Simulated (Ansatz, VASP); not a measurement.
**S in VASP and in Ansatz**

INCAR

```
  ALGO = Normal
  EDIFF = 1E-6
  ENCUT = 520
  GGA = PS
  ISIF = 2
  ISMEAR = -1
  LASPH = True
  LCHARG = False
  LREAL = False
  LWAVE = False
  NBANDS = 9
  NELM = 60
  PREC = Accurate
  SIGMA = 0.05
```

File KPOINTS:

```
k-points
0
Gamma
  16 16 16
```

POSCAR

```
S
1.0
    2.0154300233      0.0000000000      0.0000000000
    0.0000000000      2.0154300233      0.0000000000
    0.0000000000      0.0000000000      2.0154300233
S
1
Direct
    0.0000000000      0.0000000000      0.0000000000
```

Input for Ansatz:

```yaml
crystal:
  lattice:
    - [2.0154300233, 0.0, 0.0]
    - [0.0, 2.0154300233, 0.0]
    - [0.0, 0.0, 2.0154300233]
  atoms:
    - { symbol: S, position: [0.0, 0.0, 0.0] }
kpoints:
  mp_grid: { grid: [16, 16, 16] }
  band_path:
    path:
      - [0.0, 0.0, 0.0]
      - [0.0, 0.5, 0.0]
      - [0.5, 0.5, 0.0]
      - [0.0, 0.0, 0.0]
      - [0.5, 0.5, 0.5]
      - [0.0, 0.5, 0.0]
      - [0.5, 0.5, 0.5]
      - [0.5, 0.5, 0.0]
    npoints: 8
scf:
  occupations: { method: fermi_dirac, width: 0.05 }
hamiltonian:
  xc: pbesol
  pseudopotentials: { kind: all_electron, lapw: { basis_error: 0.001 } }
output:
  forces: true
  stress: true
  eigenvalues: true
  populations: true
  dos: { projected: true, de: 0.2, e_range: [-14, 8] }
```

Change from the starting cell: volume scaled by 0.5, LAPW.

Alike in both runs: task single point; functional PBEsol; k mesh 16 × 16 × 16; occupations fermi-dirac, width 0.05 eV; no spin polarisation.

|  | VASP | Ansatz |
| --- | --- | --- |
| version | VASP 6.6.1 | Ansatz 0.2.0 |
| potentials or method | VASP PAW PBE potentials, release 64 (S), cutoff 520 eV | all-electron LAPW, scalar-relativistic |

Ansatz gave:

- pressure (GPa): 177.6

Q: Estimate VASP's values.

A: Pressure (GPa): 176.7.

VASP's potentials were made for PBE, not for PBEsol. Both programs put the cell under a high pressure, so it lies far from rest at this level. Ansatz ran all-electron here, and VASP with PAW potentials.

Noted on VASP's run: the cell as given lies far from equilibrium.
